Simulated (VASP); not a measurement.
A run of VASP 6.6.1:

File INCAR:

```
SYSTEM = HgMo
PREC = Accurate
ENCUT = 520
EDIFF = 1E-6
ISMEAR = 0
SIGMA = 0.1
LREAL = .FALSE.
LASPH = .TRUE.
NELM = 100
ALGO = Normal
ISIF = 2
LWAVE = .FALSE.
LCHARG = .FALSE.
GGA = PE
NBANDS = 20
```

The input KPOINTS:

```
regular mesh
0
G
  16 16 16
  0 0 0
```

Contents of POSCAR:

```
HgMo
1.0
    3.2940217995      0.0000000000      0.0000000000
    0.0000000000      3.2940217995      0.0000000000
    0.0000000000      0.0000000000      3.2940217995
Hg Mo
1 1
Direct
    0.0000000000      0.0000000000      0.0000000000
    0.5000000000      0.5000000000      0.5000000000
```

Potentials or basis: VASP PAW PBE potentials, release 64 (Hg, Mo_sv).

Launch:

```bash
$ cat potpaw_PBE.64/Hg/POTCAR potpaw_PBE.64/Mo_sv/POTCAR > POTCAR
$ mpirun -np 1 vasp_std > vasp.out
```

Hardware: 1 thread of Intel(R) Xeon(R) 6975P-C (Granite Rapids), on a shared host.

**Question.** How long does it take, and how much memory?

**Answer.** It took 28 s on 1 thread of Intel(R) Xeon(R) 6975P-C (Granite Rapids), on a shared host, peak memory 0.23 GiB. Counts: scf iterations 12, k points 165.
